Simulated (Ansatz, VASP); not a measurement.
# Two plane-wave programs on FeO

```
Fe O
1.0
    -1.60210    1.60210    2.08339
     1.60210   -1.60210    2.08339
     1.60210    1.60210   -2.08339
Fe O
1 1
Cartesian
  0.0000 0.0000 0.0000
  0.0000 0.0000 2.0834
```

Alike in both runs: task single point; functional PBE; k mesh 12 × 12 × 12; occupations fermi-dirac, width 0.05 eV; collinear spin.

|  | VASP | Ansatz |
| --- | --- | --- |
| version | VASP 6.6.1 | Ansatz 0.2.0 |
| potentials or method | VASP PAW PBE potentials, release 64 (Fe, O) | Ansatz PAW |
| plane-wave cutoff (eV) | 520 | 420 |
| valence electrons in the cell | 14 | 22 |

Ansatz gave:

* gap on the k mesh at the Fermi level (eV): none
* pressure (GPa): -8.7
* traceless stress, the component that is largest in VASP (GPa): 3.10
* net moment per atom (μB): 2.00
* size of the moment on the site where the two differ most (μB): 3.40

Question: Estimate VASP's values.

Answer: gap on the k mesh at the Fermi level (eV): none; pressure (GPa): -8.6; traceless stress, the component that is largest in VASP (GPa): 3.40; net moment per atom (μB): 2.00; size of the moment on the site where the two differ most (μB): 3.62.

Site moments also hang on the region over which each program counts them. A gap of «none» marks a metal or a gap that the smearing closes. With one functional, cell and mesh, what is left measures potentials, basis and numerics. VASP's potentials hold 14 valence electrons a cell and Ansatz's 22, so a difference there can come from the potentials and not from the codes.
